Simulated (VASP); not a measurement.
# KBr (Fm-3m) in VASP: notebook

Runs on KBr. Level: r2SCAN. Tasks: single point.

All numbers are computed with VASP 6.6.1; they aren't measurements. Logs are shortened: lines on timing, memory, paths and dates and some standing lists are left out, and cuts for length are marked.

**1. The cell of the first run**

Symmetry: Fm-3m, No. 225, cubic system. The conventional cell has a = 6.329 Å, b = 6.329 Å, c = 6.329 Å, α = 90.00°, β = 90.00°, γ = 90.00°. K (site symmetry m-3m) has 6 Br at 3.16 Å within 4.2 Å. Within 4.2 Å of Br (site symmetry m-3m) lie 6 K at 3.16 Å.

**2. Single point, r2SCAN (volume scaled by 0.88)**

POSCAR

```
KBr
1.0
    0.0000000000      3.1644698871      3.1644698871
    3.1644698871      0.0000000000      3.1644698871
    3.1644698871      3.1644698871      0.0000000000
K Br
1 1
Direct
    0.0000000000      0.0000000000      0.0000000000
    0.5000000000      0.5000000000      0.5000000000
```

INCAR.step1

```
SYSTEM = KBr
ALGO = Normal ; EDIFF = 1E-4
ENCUT = 520 ; GGA = PE
ISMEAR = 0 ; LASPH = .True.
LCHARG = .False. ; LREAL = .False.
LWAVE = .True. ; NBANDS = 15
NELM = 80 ; PREC = Accurate
SIGMA = 0.02
```

INCAR.step2

```
SYSTEM = KBr
ALGO = Normal ; EDIFF = 1E-6
ENCUT = 520 ; ISIF = 2
ISMEAR = 0 ; ISTART = 1
LASPH = .True. ; LCHARG = .True.
LELF = .True. ; LMIXTAU = .True.
LREAL = .False. ; LVHAR = .True.
LWAVE = .False. ; METAGGA = R2SCAN
NBANDS = 15 ; NELM = 80
PREC = Accurate ; SIGMA = 0.02
```

KPOINTS

```
k-points
0
Gamma
  6 6 6
  0 0 0
```

Potentials or basis: VASP PAW PBE potentials, release 64 (K_sv, Br).

On the command line:

```
$ cat potpaw_PBE.64/K_sv/POTCAR potpaw_PBE.64/Br/POTCAR > POTCAR
$ cp INCAR.step1 INCAR
$ mpirun -np 1 vasp_std > vasp.out
$ cp INCAR.step2 INCAR
$ mpirun -np 1 vasp_std > vasp.out
```

OUTCAR:

```text
SYSTEM = KBr
   EDIFF = 1E-6
   ENCUT = 520
   ISIF = 2
   ISMEAR = 0
   ISTART = 1
   LASPH = .True.
   LREAL = .False.
   METAGGA = R2SCAN
   NELM = 80
   PREC = Accurate

 ion  position               nearest neighbor table
   1  0.000  0.000  0.000-   2 3.16   2 3.16   2 3.16   2 3.16   2 3.16   2 3.16
   2  0.500  0.500  0.500-   1 3.16   1 3.16   1 3.16   1 3.16   1 3.16   1 3.16

  LATTYP: Found a face centered cubic cell.
 ALAT       =     6.3289397742

  Lattice vectors:

 A1 = (   0.0000000000,   3.1644698871,   3.1644698871)
 A2 = (   3.1644698871,   0.0000000000,   3.1644698871)
 A3 = (   3.1644698871,   3.1644698871,   0.0000000000)

Analysis of symmetry for initial positions (statically):
=====================================================================
 Subroutine PRICEL returns:
 Original cell was already a primitive cell.

 Routine SETGRP: Setting up the symmetry group for a
 face centered cubic supercell.

 Subroutine GETGRP returns: Found 48 space group operations
 (whereof 48 operations were pure point group operations)
 out of a pool of 48 trial point group operations.

The static configuration has the point symmetry O_h .

Analysis of symmetry for dynamics (positions and initial velocities):
=====================================================================
 Subroutine PRICEL returns:
 Original cell was already a primitive cell.

 Routine SETGRP: Setting up the symmetry group for a
 face centered cubic supercell.

 Subroutine GETGRP returns: Found 48 space group operations
 (whereof 48 operations were pure point group operations)
 out of a pool of 48 trial point group operations.

The dynamic configuration has the point symmetry O_h .

 Subroutine INISYM returns: Found 48 space group operations
 (whereof 48 operations are pure point group operations),
 and found     1 'primitive' translations

----------------------------------------------------------------------------------------

                                     Primitive cell

  volume of cell :      63.3772

  direct lattice vectors                    reciprocal lattice vectors
     0.000000000  3.164469887  3.164469887    -0.158004348  0.158004348  0.158004348
     3.164469887  0.000000000  3.164469887     0.158004348 -0.158004348  0.158004348
     3.164469887  3.164469887  0.000000000     0.158004348  0.158004348 -0.158004348

  length of vectors
     4.475236232  4.475236232  4.475236232     0.273671558  0.273671558  0.273671558

  position of ions in fractional coordinates (direct lattice)
     0.000000000  0.000000000  0.000000000
     0.500000000  0.500000000  0.500000000

  ion indices of the primitive-cell ions
   primitive index   ion index
                 1           1
                 2           2

----------------------------------------------------------------------------------------

 KPOINTS: k-points

Automatic generation of k-mesh.
 Grid dimensions read from file:
 generate k-points for:    6    6    6

 Generating k-lattice:

  Cartesian coordinates                     Fractional coordinates (reciprocal lattice)
    -0.026334058  0.026334058  0.026334058     0.166666667  0.000000000  0.000000000
     0.026334058 -0.026334058  0.026334058     0.000000000  0.166666667  0.000000000
     0.026334058  0.026334058 -0.026334058     0.000000000  0.000000000  0.166666667

  Length of vectors
     0.045611926  0.045611926  0.045611926

  Shift w.r.t. Gamma in fractional coordinates (k-lattice)
     0.000000000  0.000000000  0.000000000

 Subroutine IBZKPT returns following result:
 ===========================================

 Found     16 irreducible k-points:

 Following reciprocal coordinates:
            Coordinates               Weight
  0.000000  0.000000  0.000000      1.000000
  0.166667  0.000000  0.000000      8.000000
  0.333333  0.000000  0.000000      8.000000
  0.500000  0.000000  0.000000      4.000000
  0.166667  0.166667  0.000000      6.000000
  0.333333  0.166667  0.000000     24.000000
[... 8 lines left out ...]
 -0.333333  0.333333  0.166667     24.000000
 -0.333333  0.500000  0.166667     12.000000
   k-points           NKPTS =     16   k-points in BZ     NKDIM =     16   number of bands    NBANDS=     15
   number of dos      NEDOS =    301   number of ions     NIONS =      2
   total plane-waves  NPLWV =  46656
   dimension x,y,z NGX =    36 NGY =   36 NGZ =   36
   dimension x,y,z NGXF=    72 NGYF=   72 NGZF=   72
   ions per type =               1   1
   NGX,Y,Z   is equivalent  to a cutoff of  13.37, 13.37, 13.37 a.u.
   NGXF,Y,Z  is equivalent  to a cutoff of  26.75, 26.75, 26.75 a.u.
 SYSTEM =  KBr
   PREC   = accura    normal or accurate (medium, high low for compatibility)
   ISTART =      1    job   : 0-new  1-cont  2-samecut
   ICHARG =      0    charge: 1-file 2-atom 10-const
   ISPIN  =      1    spin polarized calculation?
   LNONCOLLINEAR =      F non collinear calculations
   LSORBIT =      F    spin-orbit coupling
   LASPH  =      T    aspherical Exc in radial PAW
   ENCUT  =  520.0 eV  38.22 Ry    6.18 a.u.   8.32  8.32  8.32*2*pi/ulx,y,z
   NELM   =     80;   NELMIN=  2; NELMDL=  0     # of ELM steps
   EDIFF  = 0.1E-05   stopping-criterion for ELM
   LREAL  =      F    real-space projection
   EDIFFG = 0.1E-04   stopping-criterion for IOM
   NSW    =      0    number of steps for IOM
   IBRION =     -1    ionic relax: 0-MD 1-quasi-New 2-CG
   NFREE  =      0    steps in history (QN), initial steepest desc. (CG)
   ISIF   =      2    stress and relaxation
   ISYM   =      2    0-nonsym 1-usesym 2-fastsym
   POTIM  = 0.5000    time-step for ionic-motion
   TEBEG  =    0.0;   TEEND  =   0.0 temperature during run
   PSTRESS=    0.0 pullay stress
   NELECT =      16.0000    total number of electrons
   NUPDOWN=      -1.0000    fix difference up-down
   EMIN   =  10.00;   EMAX   =-10.00  energy-range for DOS
   EFERMI =   0.00;   METHOD = LEGACY
   ISMEAR =     0;   SIGMA  =   0.02  broadening in eV -4-tet -1-fermi 0-gaus
   EFERMI_NEDOS =   21; number of points for ismear=-14 and -15
   IALGO  =     38    algorithm
   IMIX   =      4    mixing-type and parameters
     AMIX     =   0.40;   BMIX     =  1.00
     AMIX_MAG =   1.60;   BMIX_MAG =  1.00
  volume/ion in A,a.u.               =      31.69       213.85
  Fermi-wavevector in a.u.,A,eV,Ry     =   1.034675  1.955252 14.565743  1.070552
  Thomas-Fermi vector in A             =   2.168981
   LORBIT       =      0    0 simple, 1 ext, 2 COOP (PROOUT), +10 PAW based schemes
   METAGGA = R2SCAN    functional components
   LHFCALC =     F    Hartree Fock is set to
   AEXX    =    0.0000 exact exchange contribution
   IVDW    =     0    specifies the selected vdW correction
   LEPSILON=     F    determine dielectric tensor
   LRPA    =     F    only Hartree local field effects (RPA)
 non-spin polarized calculation
 Gauss-broadening in eV      SIGMA  =   0.02
  energy-cutoff  :      520.00
  volume of cell :       63.38
 maximum number of plane-waves:      1724
 NGX is ok and might be reduce to    36
   NGX = 17   NGY = 17   NGZ = 17

 number of electron      15.9999998 magnetization

 Free energy of the ion-electron system (eV)
  ---------------------------------------------------
  ext. energy  EPLUGINS =         0.00000000
  ---------------------------------------------------
  free energy    TOTEN  =       -23.17797205 eV

  energy without entropy =      -23.17797205  energy(sigma->0) =      -23.17797205

 E-fermi :  -1.5103     XC(G=0):  -8.3058

 val. band max:       -1.5994886099   @ k =   0.0000   0.0000   0.0000
 cond. band min:       3.8728432727   @ k =   0.0000   0.0000   0.0000
 fundamental gap:      5.4723318825
 Fermi energy:        -1.5102700053

 k-point     1 :       0.0000    0.0000    0.0000
  band No.  band energies     occupation
      1     -30.2385      2.00000
      2     -14.5060      2.00000
      3     -12.9561      2.00000
      4     -12.9561      2.00000
      5     -12.9561      2.00000
      6      -1.5995      2.00000
      7      -1.5995      2.00000
      8      -1.5995      2.00000
      9       3.8728      0.00000
     10       6.6182      0.00000
     11       6.6182      0.00000
     12       6.6182      0.00000
     13       7.6829      0.00000
     14       7.6829      0.00000
     15      10.7977      0.00000

 k-point     2 :       0.1667    0.0000    0.0000
  band No.  band energies     occupation
      1     -30.2358      2.00000
      2     -14.5685      2.00000
      3     -12.9577      2.00000
      4     -12.9577      2.00000
      5     -12.8654      2.00000
      6      -2.0401      2.00000
      7      -1.7196      2.00000
      8      -1.7196      2.00000
      9       4.5987      0.00000
     10       6.4790      0.00000
     11       7.0012      0.00000
     12       7.0012      0.00000
     13       8.1373      0.00000
     14       8.1373      0.00000
     15      11.9049      0.00000

 k-point     3 :       0.3333    0.0000    0.0000
  band No.  band energies     occupation
      1     -30.2303      2.00000
      2     -14.6775      2.00000
      3     -12.9607      2.00000
      4     -12.9607      2.00000
      5     -12.6976      2.00000
      6      -2.7421      2.00000
      7      -1.9425      2.00000
      8      -1.9425      2.00000
      9       5.5537      0.00000
     10       7.0684      0.00000
     11       8.0341      0.00000
     12       8.0341      0.00000
     13       9.2741      0.00000
     14       9.2741      0.00000
     15      11.5019      0.00000
[... 199 lines left out ...]
 k-point    15 :      -0.3333    0.3333    0.1667
  band No.  band energies     occupation
      1     -30.2252      2.00000
      2     -14.5558      2.00000
      3     -13.0357      2.00000
      4     -13.0144      2.00000
      5     -12.7871      2.00000
      6      -2.6027      2.00000
      7      -2.2403      2.00000
      8      -2.1009      2.00000
      9       6.3461      0.00000
     10       6.7129      0.00000
     11       8.3558      0.00000
     12       8.8500      0.00000
     13       9.8812      0.00000
     14      10.4111      0.00000
     15      11.0196      0.00000

 k-point    16 :      -0.3333    0.5000    0.1667
  band No.  band energies     occupation
      1     -30.2244      2.00000
      2     -14.4595      2.00000
      3     -13.0825      2.00000
      4     -13.0372      2.00000
      5     -12.8710      2.00000
      6      -2.4382      2.00000
      7      -2.1916      2.00000
      8      -2.1330      2.00000
      9       5.4754      0.00000
     10       7.6023      0.00000
     11       7.6998      0.00000
     12       8.9995      0.00000
     13       9.6185      0.00000
     14      10.3820      0.00000
     15      11.1616      0.00000

------------------------ aborting loop because EDIFF is reached ----------------------------------------

  FORCE on cell =-STRESS in cart. coord.  units (eV):
  Direction    XX          YY          ZZ          XY          YZ          ZX
  --------------------------------------------------------------------------------------
  -------------------------------------------------------------------------------------
  Total        1.1340734      1.1340734      1.1340734     -0.0000000     -0.0000000      0.0000000
  in kB       28.6694151     28.6694151     28.6694151     -0.0000000     -0.0000000      0.0000000
  external PRESSURE =      28.6694151 kB  Pullay stress =       0.0000000 kB

 VOLUME and BASIS-vectors are now :
 -----------------------------------------------------------------------------
  energy-cutoff  :      520.00
  volume of cell :       63.38
      direct lattice vectors                 reciprocal lattice vectors
     0.000000000  3.164469887  3.164469887    -0.158004348  0.158004348  0.158004348
     3.164469887  0.000000000  3.164469887     0.158004348 -0.158004348  0.158004348
     3.164469887  3.164469887  0.000000000     0.158004348  0.158004348 -0.158004348

 POSITION                                       TOTAL-FORCE (eV/Angst)
 -----------------------------------------------------------------------------------
      0.00000      0.00000      0.00000         0.000000      0.000000      0.000000
      3.16447      3.16447      3.16447        -0.000000     -0.000000     -0.000000
 -----------------------------------------------------------------------------------
    total drift:                                0.000000      0.000000      0.000000

  FREE ENERGIE OF THE ION-ELECTRON SYSTEM (eV)
  ---------------------------------------------------
  free  energy   TOTEN  =       -23.1779720491 eV

  energy  without entropy=      -23.1779720491  energy(sigma->0) =      -23.17797205
```

Wall time 46 s (1 thread of Intel Xeon 6975P-C (Granite Rapids), shared host); peak memory 0.21 GiB.

Results:

```yaml
Free_energy: -23.1780 eV
Pressure: 2.9 GPa
Band_gap_on_the_k_mesh: 5.47 eV, direct
```

Caveat: the PAW data sets were made with another functional, which shifts forces and pressure a little.

**3. Single point, r2SCAN (volume scaled by 0.91)**

POSCAR

```
KBr
1.0
    0.0000000000      3.2000287049      3.2000287049
    3.2000287049      0.0000000000      3.2000287049
    3.2000287049      3.2000287049      0.0000000000
K Br
1 1
Direct
    0.0000000000      0.0000000000      0.0000000000
    0.5000000000      0.5000000000      0.5000000000
```

INCAR.step1

```
PREC = Accurate ; ENCUT = 520
ISMEAR = 0 ; SIGMA = 0.02
LREAL = F ; LASPH = T
NELM = 60 ; NBANDS = 15
GGA = PE ; ALGO = Normal
EDIFF = 1E-4 ; LWAVE = T
LCHARG = F
```

INCAR.step2

```
PREC = Accurate ; ENCUT = 520
EDIFF = 1E-6 ; ISMEAR = 0
SIGMA = 0.02 ; LREAL = F
LASPH = T ; NELM = 60
ALGO = Normal ; ISIF = 2
LWAVE = F ; LCHARG = F
METAGGA = R2SCAN ; LMIXTAU = T
NBANDS = 15 ; ISTART = 1
```

KPOINTS

```
regular mesh
0
Gamma
  6 6 6
```

Potentials or basis: VASP PAW PBE potentials, release 64 (K_sv, Br).

On the command line:

```
$ cat potpaw_PBE.64/K_sv/POTCAR potpaw_PBE.64/Br/POTCAR > POTCAR
$ cp INCAR.step1 INCAR
$ mpirun -np 1 vasp_std > vasp.out
$ cp INCAR.step2 INCAR
$ mpirun -np 1 vasp_std > vasp.out
```

Wall time 41 s (1 thread of Intel Xeon 6975P-C (Granite Rapids), shared host); peak memory 0.21 GiB.

The run converged. Its results:

- Free energy: -23.2108 eV
- Pressure: 2.0 GPa
- Band gap on the k mesh: 5.36 eV, direct

Levels at points of the mesh, in eV from the valence-band top:
```csv
k point,band 4,band 5,band 6,band 7,band 8,band 9,band 10,band 11,band 12,band 13
"(0.00, 0.00, 0.00)",-11.41,-11.41,0.00,0.00,0.00,5.36,8.23,8.23,8.23,9.27
"(0.50, 0.00, 0.00)",-11.42,-11.10,-1.36,-0.41,-0.41,7.33,9.21,10.77,10.77,11.10
"(0.50, 0.50, 0.00)",-11.46,-11.46,-0.92,-0.32,-0.32,6.23,8.39,10.34,10.69,10.91
```

Caveat: the PAW data sets were made with another functional, which shifts forces and pressure a little.

**4. Single point, r2SCAN (volume scaled by 0.94)**

POSCAR

```
KBr
1.0
    0.0000000000      3.2348143508      3.2348143508
    3.2348143508      0.0000000000      3.2348143508
    3.2348143508      3.2348143508      0.0000000000
K Br
1 1
Direct
    0.0000000000      0.0000000000      0.0000000000
    0.5000000000      0.5000000000      0.5000000000
```

INCAR.step1

```
SYSTEM = KBr
ALGO = Normal
EDIFF = 1E-4
ENCUT = 520
GGA = PE
ISMEAR = 0
LASPH = .TRUE.
LCHARG = .FALSE.
LREAL = .FALSE.
LWAVE = .TRUE.
NBANDS = 15
NELM = 80
PREC = Accurate
SIGMA = 0.02
```

INCAR.step2

```
SYSTEM = KBr
ALGO = Normal
EDIFF = 1E-6
ENCUT = 520
ISIF = 2
ISMEAR = 0
ISTART = 1
LASPH = .TRUE.
LCHARG = .FALSE.
LMIXTAU = .TRUE.
LREAL = .FALSE.
LWAVE = .FALSE.
METAGGA = R2SCAN
NBANDS = 15
NELM = 80
PREC = Accurate
SIGMA = 0.02
```

KPOINTS

```
k-points
0
G
  6 6 6
  0 0 0
```

On the command line:

```
$ cat potpaw_PBE.64/K_sv/POTCAR potpaw_PBE.64/Br/POTCAR > POTCAR
$ cp INCAR.step1 INCAR
$ mpirun -np 1 vasp_std > vasp.out
$ cp INCAR.step2 INCAR
$ mpirun -np 1 vasp_std > vasp.out
```

Run time: 42 s. Hardware: 1 thread of Intel Xeon 6975P-C (Granite Rapids), shared host; peak memory 0.22 GiB.

It converged, with:

```yaml
Free_energy: -23.2323 eV
Pressure: 1.2 GPa
Band_gap_on_the_k_mesh: 5.26 eV, direct
```

Levels at points of the mesh, in eV from the valence-band top:
| k point | band 5 | band 6 | band 7 | band 8 | band 9 | band 10 | band 11 | band 12 |
| --- | --- | --- | --- | --- | --- | --- | --- | --- |
| (0.00, 0.00, 0.00) | -11.47 | 0.00 | 0.00 | 0.00 | 5.26 | 8.24 | 8.24 | 8.24 |
| (0.50, 0.00, 0.00) | -11.19 | -1.29 | -0.38 | -0.38 | 7.26 | 9.09 | 10.69 | 10.69 |
| (0.50, 0.50, 0.00) | -11.52 | -0.89 | -0.31 | -0.31 | 6.28 | 8.26 | 10.30 | 10.49 |

Caveat: the PAW data sets were made with another functional, which shifts forces and pressure a little.

**5. Overview**

```csv
cell,gap on the mesh (eV),pressure (GPa)
"a = 4.475 Å, angles 60.0°, 2 atoms",5.47,2.9
"a = 4.526 Å, angles 60.0°, 2 atoms",5.36,2.0
"a = 4.575 Å, angles 60.0°, 2 atoms",5.26,1.2
```

Alike in all rows: task single point; level r2SCAN; potentials or basis VASP PAW PBE potentials, release 64 (K_sv, Br); no spin polarisation; k mesh 6 × 6 × 6; cutoff (eV) 520; smearing gaussian 0.02 eV.

Caveats: the PAW data sets were made with another functional, which shifts forces and pressure a little.

Absolute energies hang on the potentials; compare differences alone.
